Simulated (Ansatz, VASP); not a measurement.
# Hf in VASP and in Ansatz

File INCAR:

```
PREC     = Accurate       # precision mode
ENCUT    = 520            # plane-wave cutoff, eV
EDIFF    = 1E-7           # SCF threshold, eV
ISMEAR   = -1             # smearing method
SIGMA    = 0.05           # smearing width, eV
LREAL    = F              # projectors in reciprocal space
LASPH    = T              # aspherical terms in the spheres
NELM     = 80             # most SCF steps
ALGO     = Normal         # electronic algorithm
ISIF     = 2              # what is computed and relaxed
LWAVE    = F              # write WAVECAR
LCHARG   = F              # write CHGCAR
GGA      = CA             # functional
NBANDS   = 17             # bands
```

Contents of KPOINTS:

```
Automatic mesh
0
Gamma
  12 12 7
```

File POSCAR:

```
Hf
1.0
    3.1923846315      0.0000000000      0.0000000000
   -1.5961923157      2.7646861895      0.0000000000
    0.0000000000      0.0000000000      5.0450416400
Hf
2
Direct
    0.3333333333      0.6666666667      0.2500000000
    0.6666666667      0.3333333333      0.7500000000
```

Input for Ansatz:

```yaml
crystal:
  lattice:
    - [3.1923846315, 0.0, 0.0]
    - [-1.5961923157, 2.7646861895, 0.0]
    - [0.0, 0.0, 5.04504164]
  atoms:
    - { symbol: Hf, position: [0.3333333333, 0.6666666667, 0.25] }
    - { symbol: Hf, position: [0.6666666667, 0.3333333333, 0.75] }
kpoints:
  mp_grid: { grid: [12, 12, 7] }
  band_path:
    path:
      - [0.0, 0.0, 0.0]
      - [0.5, 0.0, 0.0]
      - [0.3333333333, 0.3333333333, 0.0]
      - [0.0, 0.0, 0.0]
      - [0.0, 0.0, 0.5]
      - [0.5, 0.0, 0.5]
      - [0.3333333333, 0.3333333333, 0.5]
      - [0.0, 0.0, 0.5]
      - [0.5, 0.0, 0.5]
    npoints: 5
scf:
  occupations: { method: fermi_dirac, width: 0.05 }
hamiltonian:
  xc: lda
  pseudopotentials: { kind: all_electron, lapw: { basis_error: 0.0005 } }
output:
  forces: true
  stress: true
  eigenvalues: true
```

Alike in both runs: task single point; functional LDA; k mesh 12 × 12 × 7; occupations fermi-dirac, width 0.05 eV; no spin polarisation.

```csv
,VASP,Ansatz
version,VASP 6.6.1,Ansatz 0.2.0
potentials or method,"VASP PAW LDA potentials, release 64 (Hf_pv), cutoff 520 eV","all-electron LAPW, scalar-relativistic"
```

VASP gave:

* pressure (GPa): -7.1
* traceless stress, the component that is largest in VASP (GPa): -0.07

Task: What did Ansatz give for the same quantities?

Result: Pressure (GPa): -7.1; traceless stress, the component that is largest in VASP (GPa): -0.04.

LDA's correlation is that of Perdew and Zunger in VASP and of Perdew and Wang (1992) in Ansatz. Ansatz ran all-electron here, and VASP with PAW potentials.

Neither program's run includes spin-orbit coupling.
